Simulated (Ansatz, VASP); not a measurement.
# Si: VASP beside Ansatz

File INCAR:

```
PREC = Accurate
ENCUT = 520
EDIFF = 1E-8
ISMEAR = -1
SIGMA = 0.08
LREAL = False
LASPH = True
NELM = 60
ALGO = Normal
ISIF = 2
LWAVE = False
LCHARG = False
GGA = PE
LEFG = True
NBANDS = 11
```

Contents of KPOINTS:

```
regular mesh
0
Gamma
  11 11 11
```

Contents of POSCAR:

```
Si
1.0
    0.0000000000      2.7244915613      2.7244915613
    2.7244915613      0.0000000000      2.7244915613
    2.7244915613      2.7244915613      0.0000000000
Si
2
Direct
    0.5000000000      0.5000000000      0.5000000000
    0.7500000000      0.7500000000      0.7500000000
```

Input for Ansatz:

```yaml
crystal:
  lattice:
    - [0.0, 2.7244915613, 2.7244915613]
    - [2.7244915613, 0.0, 2.7244915613]
    - [2.7244915613, 2.7244915613, 0.0]
  atoms:
    - { symbol: Si, position: [0.5, 0.5, 0.5] }
    - { symbol: Si, position: [0.75, 0.75, 0.75] }
kpoints:
  mp_grid: { grid: [11, 11, 11] }
scf:
  occupations: { method: fermi_dirac, width: 0.08 }
hamiltonian:
  xc: pbe
  pseudopotentials: { kind: all_electron, datasets: crystal }
output:
  forces: true
  stress: true
  eigenvalues: true
  efg: { contact_densities: true }
```

Change from the starting cell: volume scaled by 1.01, crystal datasets.

Alike in both runs: task electric field gradients; functional PBE; k mesh 11 × 11 × 11; occupations fermi-dirac, width 0.08 eV; no spin polarisation.

|  | VASP | Ansatz |
| --- | --- | --- |
| version | VASP 6.6.1 | Ansatz 0.2.0 |
| potentials or method | VASP PAW PBE potentials, release 64 (Si), cutoff 520 eV | all-electron PAW with datasets made for the crystal, scalar-relativistic |

|  | VASP | Ansatz | Ansatz less VASP |
| --- | --- | --- | --- |
| pressure (GPa) | 1.0 | 1.0 | +0.05 |

Ansatz ran all-electron here, and VASP with PAW potentials.
